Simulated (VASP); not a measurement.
# Na (Im-3m) in VASP: a series of runs

The runs below take Na through single point, with RPBE.

All numbers are computed with VASP 6.6.1; they aren't measurements. Logs are shortened: lines on timing, memory, paths and dates and some standing lists are left out, and cuts for length are marked.

**1. The cell of the first run**

Symmetry: Im-3m, No. 229, cubic system. The conventional cell has a = 4.170 Å, b = 4.170 Å, c = 4.170 Å, α = 90.00°, β = 90.00°, γ = 90.00°. Within 4.7 Å of Na (site symmetry m-3m) lie 14 Na at 3.61 to 4.17 Å.

**2. Single point, RPBE (volume scaled by 0.92)**

Input file INCAR:

```
SYSTEM = Na
  PREC = Accurate
  ENCUT = 520
  EDIFF = 1E-6
  ISMEAR = -1
  SIGMA = 0.1
  LREAL = .False.
  LASPH = .True.
  NELM = 80
  ALGO = Normal
  ISIF = 2
  LWAVE = .False.
  LCHARG = .False.
  GGA = RP
  NBANDS = 10
```

Input file KPOINTS:

```
regular mesh
0
Gamma
  17 17 17
  0 0 0
```

Input file POSCAR:

```
Na
1.0
   -2.0847664725      2.0847664725      2.0847664725
    2.0847664725     -2.0847664725      2.0847664725
    2.0847664725      2.0847664725     -2.0847664725
Na
1
Direct
    0.0000000000      0.0000000000      0.0000000000
```

Potentials or basis: VASP PAW PBE potentials, release 64 (Na_pv).

Launch:

```console
$ cat potpaw_PBE.64/Na_pv/POTCAR > POTCAR
$ mpirun -np 1 vasp_std > vasp.out
```

OUTCAR:

```text
SYSTEM = Na
   PREC = Accurate
   ENCUT = 520
   EDIFF = 1E-6
   ISMEAR = -1
   LREAL = .False.
   LASPH = .True.
   NELM = 80
   ISIF = 2
   GGA = RP

 ion  position               nearest neighbor table
   1  0.000  0.000  0.000-

  LATTYP: Found a body centered cubic cell.
 ALAT       =     4.1695329450

  Lattice vectors:

 A1 = (  -2.0847664725,   2.0847664725,   2.0847664725)
 A2 = (   2.0847664725,  -2.0847664725,   2.0847664725)
 A3 = (   2.0847664725,   2.0847664725,  -2.0847664725)

Analysis of symmetry for initial positions (statically):
=====================================================================
 Subroutine PRICEL returns:
 Original cell was already a primitive cell.

 Routine SETGRP: Setting up the symmetry group for a
 body centered cubic supercell.

 Subroutine GETGRP returns: Found 48 space group operations
 (whereof 48 operations were pure point group operations)
 out of a pool of 48 trial point group operations.

The static configuration has the point symmetry O_h .

Analysis of symmetry for dynamics (positions and initial velocities):
=====================================================================
 Subroutine PRICEL returns:
 Original cell was already a primitive cell.

 Routine SETGRP: Setting up the symmetry group for a
 body centered cubic supercell.

 Subroutine GETGRP returns: Found 48 space group operations
 (whereof 48 operations were pure point group operations)
 out of a pool of 48 trial point group operations.

The dynamic configuration has the point symmetry O_h .

 Subroutine INISYM returns: Found 48 space group operations
 (whereof 48 operations are pure point group operations),
 and found     1 'primitive' translations

----------------------------------------------------------------------------------------

                                     Primitive cell

  volume of cell :      36.2437

  direct lattice vectors                    reciprocal lattice vectors
    -2.084766473  2.084766473  2.084766473     0.000000000  0.239835016  0.239835016
     2.084766473 -2.084766473  2.084766473     0.239835016  0.000000000  0.239835016
     2.084766473  2.084766473 -2.084766473     0.239835016  0.239835016  0.000000000

  length of vectors
     3.610921452  3.610921452  3.610921452     0.339177932  0.339177932  0.339177932

  position of ions in fractional coordinates (direct lattice)
     0.000000000  0.000000000  0.000000000

  ion indices of the primitive-cell ions
   primitive index   ion index
                 1           1

----------------------------------------------------------------------------------------

 KPOINTS: regular mesh

Automatic generation of k-mesh.
 Grid dimensions read from file:
 generate k-points for:   17   17   17

 Generating k-lattice:

  Cartesian coordinates                     Fractional coordinates (reciprocal lattice)
     0.000000000  0.014107942  0.014107942     0.058823529  0.000000000  0.000000000
     0.014107942  0.000000000  0.014107942     0.000000000  0.058823529  0.000000000
     0.014107942  0.014107942  0.000000000     0.000000000  0.000000000  0.058823529

  Length of vectors
     0.019951643  0.019951643  0.019951643

  Shift w.r.t. Gamma in fractional coordinates (k-lattice)
     0.000000000  0.000000000  0.000000000

 Subroutine IBZKPT returns following result:
 ===========================================

 Found    165 irreducible k-points:

 Following reciprocal coordinates:
            Coordinates               Weight
  0.000000  0.000000  0.000000      1.000000
  0.058824  0.000000  0.000000     12.000000
  0.117647  0.000000  0.000000     12.000000
  0.176471  0.000000  0.000000     12.000000
  0.235294  0.000000  0.000000     12.000000
  0.294118  0.000000  0.000000     12.000000
[... 16 lines left out ...]
  0.411765  0.117647  0.000000     48.000000
  0.176471  0.176471  0.000000     24.000000
 [... further k-points ...]
   k-points           NKPTS =    165   k-points in BZ     NKDIM =    165   number of bands    NBANDS=     10
   number of dos      NEDOS =    301   number of ions     NIONS =      1
   total plane-waves  NPLWV =  21952
   dimension x,y,z NGX =    28 NGY =   28 NGZ =   28
   dimension x,y,z NGXF=    56 NGYF=   56 NGZF=   56
   ions per type =               1
   NGX,Y,Z   is equivalent  to a cutoff of  12.89, 12.89, 12.89 a.u.
   NGXF,Y,Z  is equivalent  to a cutoff of  25.78, 25.78, 25.78 a.u.
 SYSTEM =  Na
   PREC   = accura    normal or accurate (medium, high low for compatibility)
   ISTART =      0    job   : 0-new  1-cont  2-samecut
   ICHARG =      2    charge: 1-file 2-atom 10-const
   ISPIN  =      1    spin polarized calculation?
   LNONCOLLINEAR =      F non collinear calculations
   LSORBIT =      F    spin-orbit coupling
   LASPH  =      T    aspherical Exc in radial PAW
   ENCUT  =  520.0 eV  38.22 Ry    6.18 a.u.   6.71  6.71  6.71*2*pi/ulx,y,z
   NELM   =     80;   NELMIN=  2; NELMDL= -5     # of ELM steps
   EDIFF  = 0.1E-05   stopping-criterion for ELM
   LREAL  =      F    real-space projection
   EDIFFG = 0.1E-04   stopping-criterion for IOM
   NSW    =      0    number of steps for IOM
   IBRION =     -1    ionic relax: 0-MD 1-quasi-New 2-CG
   NFREE  =      0    steps in history (QN), initial steepest desc. (CG)
   ISIF   =      2    stress and relaxation
   ISYM   =      2    0-nonsym 1-usesym 2-fastsym
   POTIM  = 0.5000    time-step for ionic-motion
   TEBEG  =    0.0;   TEEND  =   0.0 temperature during run
   PSTRESS=    0.0 pullay stress
   NELECT =       7.0000    total number of electrons
   NUPDOWN=      -1.0000    fix difference up-down
   EMIN   =  10.00;   EMAX   =-10.00  energy-range for DOS
   EFERMI =   0.00;   METHOD = LEGACY
   ISMEAR =    -1;   SIGMA  =   0.10  broadening in eV -4-tet -1-fermi 0-gaus
   EFERMI_NEDOS =   21; number of points for ismear=-14 and -15
   IALGO  =     38    algorithm
   IMIX   =      4    mixing-type and parameters
     AMIX     =   0.40;   BMIX     =  1.00
     AMIX_MAG =   1.60;   BMIX_MAG =  1.00
  volume/ion in A,a.u.               =      36.24       244.58
  Fermi-wavevector in a.u.,A,eV,Ry     =   0.946303  1.788253 12.183866  0.895489
  Thomas-Fermi vector in A             =   2.074287
   LORBIT       =      0    0 simple, 1 ext, 2 COOP (PROOUT), +10 PAW based schemes
   GGA     = RP    functional components
   LHFCALC =     F    Hartree Fock is set to
   AEXX    =    0.0000 exact exchange contribution
   IVDW    =     0    specifies the selected vdW correction
   LEPSILON=     F    determine dielectric tensor
   LRPA    =     F    only Hartree local field effects (RPA)
 non-spin polarized calculation
  energy-cutoff  :      520.00
  volume of cell :       36.24
 maximum number of plane-waves:       992
   NGX = 13   NGY = 13   NGZ = 13

 number of electron       6.9999995 magnetization

 Free energy of the ion-electron system (eV)
  ---------------------------------------------------
  ext. energy  EPLUGINS =         0.00000000
  ---------------------------------------------------
  free energy    TOTEN  =        -1.19618526 eV

  energy without entropy =       -1.18040432  energy(sigma->0) =       -1.18829479

 E-fermi :   0.5160     XC(G=0):  -6.4426

 val. band max:        0.4854208226   @ k =  -0.3529   0.4118   0.1765
 cond. band min:       0.5929600729   @ k =   0.4118   0.0588   0.0000
 fundamental gap:      0.1075392503
 Fermi energy:         0.5160170246

 k-point     1 :       0.0000    0.0000    0.0000
  band No.  band energies     occupation
      1     -24.3702      2.00000
      2     -24.3702      2.00000
      3     -24.3702      2.00000
      4      -2.8100      2.00000
      5      12.4265      0.00000
      6      12.4265      0.00000
      7      12.4265      0.00000
      8      13.3800      0.00000
      9      13.3800      0.00000
     10      13.8942      0.00000

 k-point     2 :       0.0588    0.0000    0.0000
  band No.  band energies     occupation
      1     -24.3715      2.00000
      2     -24.3706      2.00000
      3     -24.3702      2.00000
      4      -2.7481      2.00000
      5      11.5195      0.00000
      6      11.9665      0.00000
      7      12.1919      0.00000
      8      12.8075      0.00000
      9      12.9166      0.00000
     10      14.2650      0.00000

 k-point     3 :       0.1176    0.0000    0.0000
  band No.  band energies     occupation
      1     -24.3752      2.00000
      2     -24.3719      2.00000
      3     -24.3702      2.00000
      4      -2.5627      2.00000
      5       9.9622      0.00000
      6      11.2379      0.00000
      7      11.7202      0.00000
      8      12.0992      0.00000
      9      12.7249      0.00000
     10      14.4691      0.00000

 k-point     4 :       0.1765    0.0000    0.0000
  band No.  band energies     occupation
      1     -24.3808      2.00000
      2     -24.3737      2.00000
      3     -24.3702      2.00000
      4      -2.2554      2.00000
      5       8.4223      0.00000
      6      10.5611      0.00000
      7      11.2340      0.00000
      8      11.4752      0.00000
      9      12.4421      0.00000
     10      14.6345      0.00000
[... 222 lines left out ...]
 k-point    22 :       0.3529    0.1176    0.0000
  band No.  band energies     occupation
      1     -24.4043      2.00000
      2     -24.3833      2.00000
      3     -24.3719      2.00000
      4       0.3089      1.77624
      5       3.2929      0.00000
      6       7.1248      0.00000
      7       9.3649      0.00000
      8      11.0550      0.00000
      9      13.1486      0.00000
     10      15.0599      0.00000

 k-point    23 :       0.4118    0.1176    0.0000
  band No.  band energies     occupation
      1     -24.4063      2.00000
      2     -24.3843      2.00000
      3     -24.3720      2.00000
      4       1.1405      0.00387
      5       2.2581      0.00000
      6       7.0104      0.00000
      7       9.2586      0.00000
      8      10.9520      0.00000
      9      13.0734      0.00000
     10      15.5949      0.00000

 k-point    24 :       0.1765    0.1765    0.0000
  band No.  band energies     occupation
      1     -24.3943      2.00000
      2     -24.3782      2.00000
      3     -24.3726      2.00000
      4      -1.1644      2.00000
      5       6.2772      0.00000
      6       7.0626      0.00000
      7       9.8296      0.00000
      8      12.0317      0.00000
      9      13.0726      0.00000
     10      15.4007      0.00000

 [... further k-points ...]
[... 5 lines left out ...]
  --------------------------------------------------------------------------------------
  -------------------------------------------------------------------------------------
  Total        0.1603100      0.1603100      0.1603100     -0.0000000      0.0000000     -0.0000000
  in kB        7.0866185      7.0866185      7.0866185     -0.0000000      0.0000000     -0.0000000
  external PRESSURE =       7.0866185 kB  Pullay stress =       0.0000000 kB

 VOLUME and BASIS-vectors are now :
 -----------------------------------------------------------------------------
  energy-cutoff  :      520.00
  volume of cell :       36.24
      direct lattice vectors                 reciprocal lattice vectors
    -2.084766473  2.084766473  2.084766473     0.000000000  0.239835016  0.239835016
     2.084766473 -2.084766473  2.084766473     0.239835016  0.000000000  0.239835016
     2.084766473  2.084766473 -2.084766473     0.239835016  0.239835016  0.000000000

 POSITION                                       TOTAL-FORCE (eV/Angst)
 -----------------------------------------------------------------------------------
      0.00000      0.00000      0.00000        -0.000000     -0.000000     -0.000000
 -----------------------------------------------------------------------------------
    total drift:                               -0.000000     -0.000000     -0.000000

  FREE ENERGIE OF THE ION-ELECTRON SYSTEM (eV)
  ---------------------------------------------------
  free  energy   TOTEN  =        -1.1961852632 eV

  energy  without entropy=       -1.1804043247  energy(sigma->0) =       -1.18829479
```

Run time: 23 s. Hardware: 1 thread of Intel Xeon Platinum 8559C (Emerald Rapids), shared host; peak memory 0.18 GiB.

What came out:

| Item | Value |
| --- | --- |
| Free energy | -1.1962 eV |
| Pressure | 0.7 GPa |

Caveat: the PAW data sets were made with another functional, which shifts forces and pressure a little.

**3. Single point, RPBE (volume scaled by 0.96)**

Input file INCAR:

```
PREC     = Accurate       # precision mode
ENCUT    = 520            # plane-wave cutoff, eV
EDIFF    = 1E-6           # SCF threshold, eV
ISMEAR   = -1             # smearing method
SIGMA    = 0.1            # smearing width, eV
LREAL    = F              # projectors in reciprocal space
LASPH    = T              # aspherical terms in the spheres
NELM     = 80             # most SCF steps
ALGO     = Normal         # electronic algorithm
ISIF     = 2              # what is computed and relaxed
LWAVE    = F              # write WAVECAR
LCHARG   = F              # write CHGCAR
GGA      = RP             # functional
NBANDS   = 10             # bands
```

Input file KPOINTS:

```
regular mesh
0
Gamma
  17 17 17
```

Input file POSCAR:

```
Na
1.0
   -2.1145528750      2.1145528750      2.1145528750
    2.1145528750     -2.1145528750      2.1145528750
    2.1145528750      2.1145528750     -2.1145528750
Na
1
Direct
    0.0000000000      0.0000000000      0.0000000000
```

Potentials or basis: VASP PAW PBE potentials, release 64 (Na_pv).

Launch:

```console
$ cat potpaw_PBE.64/Na_pv/POTCAR > POTCAR
$ mpirun -np 1 vasp_std > vasp.out
```

Wall time 17 s (1 thread of Intel Xeon Platinum 8559C (Emerald Rapids), shared host); peak memory 0.18 GiB.

Results (log left out):

- Free energy: -1.2014 eV
- Pressure: 0.3 GPa

Levels at points of the mesh, in eV from the Fermi level:
```csv
k point,band 1,band 2,band 3,band 4,band 5,band 6,band 7,band 8
"(0.00, 0.00, 0.00)",-24.92,-24.92,-24.92,-3.24,11.63,11.63,11.63,12.56
```

Caveat: the PAW data sets were made with another functional, which shifts forces and pressure a little.
